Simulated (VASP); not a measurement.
Runs of VASP 6.6.1 on GaP. The structure is that of space group F-43m (No. 216), or close to it. The cells are those of the table. 

```csv
cell,k mesh,smearing,gap on the mesh (eV),pressure (GPa)
"a = 3.854 Å, angles 60.0°, 2 atoms",6 × 6 × 6,gaussian 0.1 eV,1.65,(a)
"a = 3.851 Å, angles 60.0°, 2 atoms",8 × 8 × 8,gaussian 0.02 eV,1.64,(c)
"a = 3.889 Å, angles 60.0°, 2 atoms",8 × 8 × 8,gaussian 0.02 eV,1.59,-2.4
"a = 3.926 Å, angles 60.0°, 2 atoms",8 × 8 × 8,gaussian 0.02 eV,1.37,(b)
```

Alike in all rows: level PBE+D3(BJ); potentials or basis VASP PAW PBE potentials, release 64 (Ga_d, P); no spin polarisation; cutoff (eV) 500.

Problem. Fill in the values left out.

Solution. (a) -0.3; (b) -4.3; (c) -0.1.

Caveats: the cell stands under tension (at least some runs).

A k mesh can miss the band edges, and the runs leave out spin-orbit coupling on Ga.
